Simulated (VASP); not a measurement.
## CoPtO2: single point with PBEsol

The system is CoPtO2.

```xyz
4
Lattice="1.4123 0.8154 5.9394 -1.4123 0.8154 5.9394 0.0000 -1.6307 5.9394" Properties=species:S:1:pos:R:3 pbc="T T T"
Pt    0.0000    0.0000    0.0000
Co    0.0000    0.0000    8.9091
O     0.0000    0.0000    2.0000
O     0.0000    0.0000   15.8182
```

```json
{
 "Program": "VASP 6.6.1",
 "Task": "single point",
 "Functional": "PBEsol",
 "Potentials or basis": "VASP PAW PBE potentials, release 64 (Pt_sv_GW, Co_sv, O)",
 "Cutoff": "600 eV",
 "k mesh": "11 × 11 × 11",
 "Occupations": "fermi-dirac, width 0.05 eV",
 "Spin": "no spin polarisation",
 "Dipole correction": "no",
 "Further INCAR settings": "ALGO = Normal; EDIFF = 1e-06; NBANDS = 32"
}
```

```
Pressure               : -6.4 GPa
Largest force          : 0.007 eV/Å
Band gap on the k mesh : zero (an odd number of electrons rules out a gap without spin polarisation)
```

Forces on the atoms (eV/Å):
```
Pt   0.000  0.000  0.000
Co   0.000  0.000  0.000
O    0.000  0.000  0.007
O    0.000  0.000 -0.007
```

Stress tensor (GPa, compression positive):
```
-5.61  0.00  0.00
 0.00 -5.61  0.00
 0.00  0.00 -7.90
```

Levels at points of the mesh, in eV from the Fermi level:
```tsv
k point	band 22	band 23	band 24	band 25	band 26	band 27
(0.00, 0.00, 0.00)	-1.64	-1.64	-1.51	1.83	1.83	2.69
```

Run time: 19 min on 1 thread of Intel(R) Xeon(R) Platinum 8259CL CPU @ 2.50GHz (Skylake/Cascade Lake), with other jobs on the host, peak memory 0.51 GiB.

Caveat: the cell stands under tension; the PAW data sets were made with another functional, which shifts forces and pressure a little; spin-orbit coupling is left out, which moves the levels of the heavy elements; an odd number of electrons without spin polarisation forces a metal; a magnetic or distorted state may lie lower; the run has no spin polarisation, though such a crystal can be magnetic; semilocal functionals often make such compounds metallic where correlation or magnetic order opens a gap, which also shifts bond lengths. With open d or f shells a metallic result of PBEsol can be an artefact of self-interaction; +U or a hybrid may open a gap.
